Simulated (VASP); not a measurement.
A run of VASP 6.6.1:

The input INCAR:

```
SYSTEM = SiC
  ALGO = Normal
  EDIFF = 1E-6
  EDIFFG = -0.002
  ENCUT = 600
  GGA = CA
  IBRION = 2
  ISIF = 3
  ISMEAR = 0
  LASPH = .True.
  LCHARG = .False.
  LREAL = .False.
  LWAVE = .False.
  NELM = 100
  NSW = 80
  PREC = Accurate
  SIGMA = 0.01
```

File KPOINTS:

```
k-points
0
Gamma
  8 8 2
  0 0 0
```

File POSCAR:

```
SiC
1.0
    3.0790000000      0.0000000000      0.0000000000
   -1.5395000000      2.6664922183      0.0000000000
    0.0000000000      0.0000000000     10.0820000000
Si C
4 4
Direct
    0.0000000000      0.0000000000      0.0000000000
    0.3333333333      0.6666666667      0.2500000000
    0.6666666667      0.3333333333      0.5000000000
    0.3333333333      0.6666666667      0.7500000000
    0.0000000000      0.0000000000      0.1875000000
    0.3333333333      0.6666666667      0.4375000000
    0.6666666667      0.3333333333      0.6875000000
    0.3333333333      0.6666666667      0.9375000000
```

Potentials or basis: VASP PAW LDA potentials, release 64 (Si, C).

The run is started by

```bash
$ cat potpaw_LDA.64/Si/POTCAR potpaw_LDA.64/C/POTCAR > POTCAR
$ mpirun -np 1 vasp_std > vasp.out
```

Hardware: 1 thread of Intel(R) Xeon(R) 6975P-C (Granite Rapids), on a shared host.

Q: Estimate the wall time of this run.

A: It took 84 s on 1 thread of Intel(R) Xeon(R) 6975P-C (Granite Rapids) (shared host), peak memory 0.21 GiB. Counts: scf iterations 46, k points 20, ion steps 8.
